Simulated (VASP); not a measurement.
# W (Im-3m) in VASP: further runs, part 2 of 2

VASP 6.6.1. Earlier steps stand in the parts before.

### Step 5. Relaxation of cell and atoms, PBE

This run uses another cell than the first one, of 16.41 Å³/atom, 1.018 times its volume.

The input, INCAR:

```
PREC     = Accurate       # precision mode
ENCUT    = 600            # plane-wave cutoff, eV
EDIFF    = 1E-6           # SCF threshold, eV
ISMEAR   = 0              # smearing method
SIGMA    = 0.1            # smearing width, eV
LREAL    = F              # projectors in reciprocal space
LASPH    = T              # aspherical terms in the spheres
NELM     = 100            # most SCF steps
ALGO     = Normal         # electronic algorithm
ISIF     = 3              # what is computed and relaxed
LWAVE    = F              # write WAVECAR
LCHARG   = F              # write CHGCAR
GGA      = PE             # functional
IBRION   = 2              # ionic algorithm
NSW      = 100            # ionic steps
EDIFFG   = -0.002         # ionic threshold
```

The input, KPOINTS:

```
regular mesh
0
Gamma
  16 16 16
```

The input, POSCAR:

```
W
1.0
   -1.6007500000      1.6007500000      1.6007500000
    1.6007500000     -1.6007500000      1.6007500000
    1.6007500000      1.6007500000     -1.6007500000
W
1
Direct
    0.0000000000      0.0000000000      0.0000000000
```

Potentials or basis: VASP PAW PBE potentials, release 64 (W_sv).

Started as:

```bash
cat potpaw_PBE.64/W_sv/POTCAR > POTCAR
mpirun -np 1 vasp_std > vasp.out
```

OUTCAR:

```text
PREC = Accurate
   ENCUT = 600
   EDIFF = 1E-6
   ISMEAR = 0
   LREAL = F
   LASPH = T
   NELM = 100
   ISIF = 3
   GGA = PE
   IBRION = 2
   NSW = 100
   EDIFFG = -0.002

 ion  position               nearest neighbor table
   1  0.000  0.000  0.000-

  LATTYP: Found a body centered cubic cell.
 ALAT       =     3.2015000000

  Lattice vectors:

 A1 = (  -1.6007500000,   1.6007500000,   1.6007500000)
 A2 = (   1.6007500000,  -1.6007500000,   1.6007500000)
 A3 = (   1.6007500000,   1.6007500000,  -1.6007500000)

Analysis of symmetry for initial positions (statically):
=====================================================================
 Subroutine PRICEL returns:
 Original cell was already a primitive cell.

 Routine SETGRP: Setting up the symmetry group for a
[... 356 lines left out ...]

 val. band max:       11.1954549652   @ k =  -0.2500   0.3125   0.1250
 cond. band min:      11.2164131716   @ k =  -0.3125   0.3125   0.1875
 fundamental gap:      0.0209582064
 Fermi energy:        11.2130144611

 k-point     1 :       0.0000    0.0000    0.0000
  band No.  band energies     occupation
      1     -63.0291      2.00000
      2     -26.6181      2.00000
      3     -26.6181      2.00000
      4     -26.6181      2.00000
      5       1.6421      2.00000
      6       9.9789      2.00000
      7       9.9789      2.00000
      8       9.9789      2.00000
      9      13.3948      0.00000
     10      13.3948      0.00000
     11      25.6502      0.00000
[... 309 lines left out ...]
 k-point    24 :       0.2500    0.1875   -0.0000
  band No.  band energies     occupation
      1     -62.9198      2.00000
      2     -27.5707      2.00000
      3     -27.0145      2.00000
      4     -26.7226      2.00000
      5       5.8952      2.00000
      6       8.1162      2.00000
      7       8.8894      2.00000
      8      12.7197      0.00000
      9      14.2117      0.00000
     10      16.3523      0.00000
     11      23.4304      0.00000

 [... further k-points ...]
[... 5 lines left out ...]
  --------------------------------------------------------------------------------------
  -------------------------------------------------------------------------------------
  Total        0.0019906      0.0019906      0.0019906     -0.0000000     -0.0000000     -0.0000000
  in kB        0.1974829      0.1974829      0.1974829     -0.0000000     -0.0000000     -0.0000000
  external PRESSURE =       0.1974829 kB  Pullay stress =       0.0000000 kB
[... 16 lines left out ...]
  FREE ENERGIE OF THE ION-ELECTRON SYSTEM (eV)
  ---------------------------------------------------
  free  energy   TOTEN  =       -12.9585713677 eV

  energy  without entropy=      -12.9552226364  energy(sigma->0) =      -12.95689700

 reached required accuracy - stopping structural energy minimisation
```

OSZICAR:

```text
N       E                     dE             d eps       ncg     rms          rms(c)
DAV:   1     0.830252223865E+02    0.83025E+02   -0.85173E+03  3190   0.159E+03
DAV:   2    -0.118675573026E+02   -0.94893E+02   -0.91948E+02  3450   0.355E+02
DAV:   3    -0.135964096628E+02   -0.17289E+01   -0.17124E+01  3633   0.461E+01
DAV:   4    -0.136061968342E+02   -0.97872E-02   -0.97857E-02  3487   0.381E+00
[... 63 lines left out ...]
DAV:   2    -0.129585716245E+02    0.38289E-06   -0.49580E-07  1595   0.955E-03
  12 F= -.12958572E+02 E0= -.12956896E+02  d E =-.196147E-05
       N       E                     dE             d eps       ncg     rms          rms(c)
DAV:   1    -0.129585729126E+02   -0.90514E-06   -0.31232E-05  3313   0.893E-02    0.147E-02
DAV:   2    -0.129585715080E+02    0.14045E-05   -0.20273E-06  2986   0.193E-02    0.307E-03
DAV:   3    -0.129585713677E+02    0.14036E-06   -0.56171E-07  1610   0.101E-02
  13 F= -.12958571E+02 E0= -.12956897E+02  d E =-.170462E-05
```

CONTCAR:

```text
W
   1.00000000000000
    -1.5923239404737382    1.5923239404737382    1.5923239404737382
     1.5923239404737382   -1.5923239404737382    1.5923239404737382
     1.5923239404737382    1.5923239404737382   -1.5923239404737382
  W
     1
Direct
     0.0000000000000000    1.0000000000000000    0.0000000000000000

  0.00000000E+00  0.00000000E+00  0.00000000E+00
```

It took 2.4 min on 1 thread of AMD EPYC 7R43 (Zen 3), shared host; peak memory 0.14 GiB.

Results:

```yaml
Free_energy: -12.9586 eV
Relaxed_volume: 16.15 Å³/atom
Relaxed_cell: a = 2.758 Å, b = 2.758 Å, c = 2.758 Å, α = 109.47°, β = 109.47°, γ = 109.47°
Space_group_after_relaxing_to_0.05_Å: Im-3m (No. 229)
Energy_gained_by_relaxing: 3.7 meV/atom
Ionic_steps: 13
Pressure_after_relaxing: 0.0 GPa
Band_gap_on_the_k_mesh: zero (band 7 reaches 16.21 eV, above the bottom of band 8 at 9.98 eV)
```

The path:
```
step  energy change (eV)  largest force (eV/Å)  pressure (GPa)  volume (Å³)
   1              0.0000                0.0000           -4.59        16.41
   2              0.0411                0.0000           18.10        15.32
   3             -0.0037                0.0000            0.05        16.16
   4             -0.0037                0.0000           -0.17        16.16
   5             -0.0037                0.0000           -0.24        16.16
   6             -0.0037                0.0000           -0.13        16.16
   7             -0.0037                0.0000           -0.10        16.16
   8             -0.0037                0.0000           -0.10        16.16
   9             -0.0037                0.0000           -0.11        16.16
  10             -0.0037                0.0000           -0.13        16.15
  11             -0.0037                0.0000           -0.04        16.15
  12             -0.0037                0.0000           -0.05        16.15
  13             -0.0037                0.0000            0.02        16.15
```

Final structure:
```yaml
crystal:
  lattice:
    - [-1.59232, 1.59232, 1.59232]
    - [1.59232, -1.59232, 1.59232]
    - [1.59232, 1.59232, -1.59232]
  atoms:
    - { symbol: W, position: [0.00000, 0.00000, 0.00000] }
```

Levels at points of the mesh, in eV from the Fermi level:
```tsv
k point	band 3	band 4	band 5	band 6	band 7	band 8	band 9	band 10	band 11
(0.00, 0.00, 0.00)	-37.83	-37.83	-9.57	-1.23	-1.23	-1.23	2.18	2.18	14.44
(0.50, 0.00, 0.00)	-38.23	-37.84	-6.19	-3.52	0.58	2.06	3.02	5.95	10.75
(0.50, 0.50, 0.50)	-38.68	-38.68	-5.72	-5.72	5.00	5.00	5.00	8.06	8.06
```

Caveat: spin-orbit coupling is left out, which moves the levels of the heavy elements.

### Step 6. Overview

```tsv
task	cell	cutoff (eV)	smearing	gap on the mesh (eV)	pressure (GPa)	relaxed volume (Å³/atom)
single point	a = 2.757 Å, angles 109.5°, 1 atom	520	gaussian 0.1 eV	none	0.5	-
single point	a = 2.757 Å, angles 109.5°, 1 atom	520	fermi-dirac 0.15 eV	none	0.5	-
relaxation of cell and atoms	relaxed from a = 2.757 Å, angles 109.5°, 1 atom	600	fermi-dirac 0.15 eV	none	0.0	16.16
relaxation of cell and atoms	relaxed from a = 2.773 Å, angles 109.5°, 1 atom	600	gaussian 0.1 eV	none	0.0	16.15
```

Alike in all rows: level PBE; potentials or basis VASP PAW PBE potentials, release 64 (W_sv); no spin polarisation; k mesh 16 × 16 × 16.

Caveats: spin-orbit coupling is left out, which moves the levels of the heavy elements.

Absolute energies hang on the potentials; compare differences alone.
